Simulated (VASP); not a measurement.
# FeO (I4/mmm) in VASP: notebook, part 2 of 2

VASP 6.6.1. The steps go on from the part before.

## (4) Single point, PBE, collinear spin, ferromagnetic start (strain -0.080 along x and y, +0.040 along z)

Input file INCAR:

```
SYSTEM = FeO
  ALGO = Normal
  EDIFF = 1E-6
  ENCUT = 600
  GGA = PE
  GGA_COMPAT = .False.
  ISIF = 2
  ISMEAR = 0
  ISPIN = 2
  LASPH = .True.
  LCHARG = .True.
  LELF = .True.
  LMAXMIX = 4
  LORBIT = 11
  LREAL = .False.
  LVHAR = .True.
  LWAVE = .False.
  MAGMOM = 3.79 0.35
  NBANDS = 18
  NELM = 200
  PREC = Accurate
  SIGMA = 0.15
```

Input file KPOINTS:

```
k-points
0
Gamma
  20 20 20
  0 0 0
```

Input file POSCAR:

```
FeO
1.0
    0.0000000000      1.9829680000      2.2416160000
    1.9829680000      0.0000000000      2.2416160000
    1.9829680000      1.9829680000      0.0000000000
Fe O
1 1
Direct
    0.0000000000      0.0000000000      0.0000000000
    0.5000000000      0.5000000000      0.5000000000
```

Potentials or basis: VASP PAW PBE potentials, release 64 (Fe, O).

Run with:

```console
$ cat potpaw_PBE.64/Fe/POTCAR potpaw_PBE.64/O/POTCAR > POTCAR
$ mpirun -np 1 vasp_std > vasp.out
```

OUTCAR:

```text
SYSTEM = FeO
   EDIFF = 1E-6
   ENCUT = 600
   GGA = PE
   ISIF = 2
   ISMEAR = 0
   ISPIN = 2
   LASPH = .True.
   LORBIT = 11
   LREAL = .False.
   NELM = 200
   PREC = Accurate

 ion  position               nearest neighbor table
   1  0.000  0.000  0.000-   2 1.98   2 1.98   2 1.98   2 1.98   2 2.24   2 2.24
   2  0.500  0.500  0.500-   1 1.98   1 1.98   1 1.98   1 1.98   1 2.24   1 2.24

  LATTYP: Found a body centered tetragonal cell.
 ALAT       =     2.8043402394
 C/A-ratio  =     1.5986762009

  Lattice vectors:

 A1 = (  -1.9829680000,   0.0000000000,   2.2416160000)
 A2 = (   1.9829680000,   0.0000000000,   2.2416160000)
 A3 = (   0.0000000000,   1.9829680000,  -2.2416160000)

Analysis of symmetry for initial positions (statically):
=====================================================================
 Subroutine PRICEL returns:
 Original cell was already a primitive cell.

 Routine SETGRP: Setting up the symmetry group for a
 body centered tetragonal supercell.

 Subroutine GETGRP returns: Found 16 space group operations
 (whereof 16 operations were pure point group operations)
 out of a pool of 16 trial point group operations.

The static configuration has the point symmetry D_4h.

Analysis of symmetry for dynamics (positions and initial velocities):
=====================================================================
 Subroutine PRICEL returns:
 Original cell was already a primitive cell.

 Routine SETGRP: Setting up the symmetry group for a
 body centered tetragonal supercell.

 Subroutine GETGRP returns: Found 16 space group operations
 (whereof 16 operations were pure point group operations)
 out of a pool of 16 trial point group operations.

The dynamic configuration has the point symmetry D_4h.

Analysis of structural, dynamic, and magnetic symmetry:
=====================================================================
 Subroutine PRICEL returns:
 Original cell was already a primitive cell.

 Routine SETGRP: Setting up the symmetry group for a
[... 149 lines left out ...]
  ---------------------------------------------------
  free energy    TOTEN  =       -14.63470636 eV

  energy without entropy =      -14.61670268  energy(sigma->0) =      -14.62570452

 E-fermi :   7.6872     XC(G=0): -12.8786

 val. band max:        7.6870629471   @ k =  -0.3500   0.3500   0.2500
 cond. band min:       7.6874589722   @ k =  -0.3500   0.0500   0.3500
 fundamental gap:      0.0003960251
 Fermi energy:         7.6872189047

 spin component 1

 k-point     1 :       0.0000    0.0000    0.0000
  band No.  band energies     occupation
      1     -14.3572      1.00000
      2       3.1697      1.00000
      3       3.1697      1.00000
      4       3.3058      1.00000
      5       3.3115      1.00000
      6       3.7440      1.00000
[... 493 lines left out ...]
     17      34.3652      0.00000
     18      38.0991      0.00000

 [... further k-points ...]

 spin component 2

 k-point     1 :       0.0000    0.0000    0.0000
  band No.  band energies     occupation
      1     -13.8774      1.00000
      2       3.6025      1.00000
      3       3.6025      1.00000
      4       3.9497      1.00000
      5       6.1352      1.00000
      6       6.9288      1.00000
[... 493 lines left out ...]
     17      34.9237      0.00000
     18      38.7352      0.00000

 [... further k-points ...]

------------------------ aborting loop because EDIFF is reached ----------------------------------------

  FORCE on cell =-STRESS in cart. coord.  units (eV):
  Direction    XX          YY          ZZ          XY          YZ          ZX
  --------------------------------------------------------------------------------------
  -------------------------------------------------------------------------------------
  Total        4.2277167      4.2277167      1.9459152      0.0000000      0.0000000      0.0000000
  in kB      384.2322705    384.2322705    176.8527713      0.0000000      0.0000000      0.0000000
  external PRESSURE =     315.1057708 kB  Pullay stress =       0.0000000 kB

 VOLUME and BASIS-vectors are now :
 -----------------------------------------------------------------------------
  energy-cutoff  :      600.00
  volume of cell :       17.63
      direct lattice vectors                 reciprocal lattice vectors
     0.000000000  1.982968000  2.241616000    -0.252147286  0.252147286  0.223053369
     1.982968000  0.000000000  2.241616000     0.252147286 -0.252147286  0.223053369
     1.982968000  1.982968000  0.000000000     0.252147286  0.252147286 -0.223053369

 POSITION                                       TOTAL-FORCE (eV/Angst)
 -----------------------------------------------------------------------------------
      0.00000      0.00000      0.00000        -0.000000      0.000000      0.000000
      1.98297      1.98297      2.24162         0.000000     -0.000000      0.000000
 -----------------------------------------------------------------------------------
    total drift:                                0.000000     -0.000000     -0.000000

  FREE ENERGIE OF THE ION-ELECTRON SYSTEM (eV)
  ---------------------------------------------------
  free  energy   TOTEN  =       -14.6347063597 eV

  energy  without entropy=      -14.6167026766  energy(sigma->0) =      -14.62570452

 total charge

# of ion       s       p       d       tot
------------------------------------------
    1        0.344   0.475   6.246   7.065
    2        1.560   3.503   0.000   5.064
--------------------------------------------------
tot          1.904   3.978   6.246  12.128

 magnetization (x)

# of ion       s       p       d       tot
------------------------------------------
    1        0.032   0.021   3.268   3.322
    2        0.031   0.230   0.000   0.261
--------------------------------------------------
tot          0.063   0.251   3.268   3.583
```

stdout:

```text
POSCAR found type information on POSCAR FeO
 POSCAR found :  2 types and       2 ions
 scaLAPACK will be used
 LDA part: xc-table for (Slater+PW92), standard interpolation
 POSCAR, INCAR and KPOINTS ok, starting setup
 FFT: planning ... GRIDC
 FFT: planning ... GRID_SOFT
 FFT: planning ... GRID
 WAVECAR not read
 entering main loop
```

Run time: 5.1 min. Hardware: 1 thread of AMD EPYC 9R45 (Zen 5), shared host; peak memory 0.44 GiB.

What came out:

* Free energy: -14.6347 eV
* Pressure: 31.5 GPa
* Net moment: 3.65 μB per cell
* Site moments: Fe +3.32; O +0.26 μB
* Valence electrons inside the program's atomic spheres: Fe 7.07; O 5.06

Stress tensor (GPa, compression positive):
```
38.42  0.00  0.00
 0.00 38.42  0.00
 0.00  0.00 17.69
```

Caveat: the cell differs from its parent crystal (strain -0.080 along x and y, +0.040 along z); the stress differs along the axes, from 18 to 38 GPa; a cell with one magnetic atom can't hold antiferromagnetic order, which such compounds often take; semilocal functionals often make such compounds metallic where correlation or magnetic order opens a gap, which also shifts bond lengths.

## (5) Summary

```tsv
cell	gap on the mesh (eV)	pressure (GPa)	moment (μB)
a = 2.929, b = 2.929, c = 3.048 Å, angles 58.6, 58.6, 62.7°, 2 atoms	none	19.5	3.87
a = 2.993, b = 2.993, c = 3.170 Å, angles 58.0, 58.0, 64.0°, 2 atoms	none	5.5	3.96
a = 2.993, b = 2.993, c = 2.804 Å, angles 62.1, 62.1, 55.9°, 2 atoms	none	31.5	3.65
```

Alike in all rows: task single point; level PBE; potentials or basis VASP PAW PBE potentials, release 64 (Fe, O); spin collinear, ferromagnetic start; k mesh 20 × 20 × 20; cutoff (eV) 600; smearing gaussian 0.15 eV.

Caveats: a cell with one magnetic atom can't hold antiferromagnetic order, which such compounds often take; semilocal functionals often make such compounds metallic where correlation or magnetic order opens a gap, which also shifts bond lengths; the stress differs along the axes, from 13 to 31 GPa (at least some runs); the stress differs along the axes, from -0 to 17 GPa (at least some runs); the stress differs along the axes, from 18 to 38 GPa (at least some runs).

Total energies depend on the potentials used, so only differences within one code and one set of settings carry meaning.
